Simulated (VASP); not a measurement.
Runs of VASP 6.6.1 on Sb. The structure is that of space group P6_3/mmc (No. 194), or close to it. The cells are those of the table. 

```tsv
task	cell	k mesh for the DOS	occupations for the DOS	gap on the mesh (eV)	pressure (GPa)
electric field gradients	a = 3.403, b = 3.403, c = 5.330 Å, angles 90.0, 90.0, 120.0°, 2 atoms	-	-	none	-1.5
electric field gradients	a = 3.369, b = 3.398, c = 5.331 Å, angles 90.4, 91.1, 120.9°, 2 atoms	-	-	none	-0.1
electric field gradients	a = 3.369, b = 3.369, c = 5.330 Å, angles 90.0, 90.0, 120.0°, 2 atoms	-	-	none	-0.2
single point	a = 3.413, b = 3.413, c = 5.400 Å, angles 90.0, 90.0, 120.0°, 2 atoms	-	-	none	(a)
single point	a = 3.346, b = 3.346, c = 5.294 Å, angles 90.0, 90.0, 120.0°, 2 atoms	-	-	none	1.3
electric field gradients	a = 3.346, b = 3.346, c = 5.294 Å, angles 90.0, 90.0, 120.0°, 2 atoms	-	-	none	1.3
```

Alike in all rows: level PBEsol; potentials or basis VASP PAW PBE potentials, release 64 (Sb); no spin polarisation; k mesh 12 × 12 × 7; cutoff (eV) 520; smearing fermi-dirac 0.05 eV.

Estimate the missing entries.

(a) -2.7.

Caveats: the PAW data sets were made with another functional, which shifts forces and pressure a little; spin-orbit coupling is left out, which moves the levels of the heavy elements.

A k mesh can miss the band edges, and the runs leave out spin-orbit coupling on Sb.

A gap of «none» marks levels without a gap at the run's occupations.
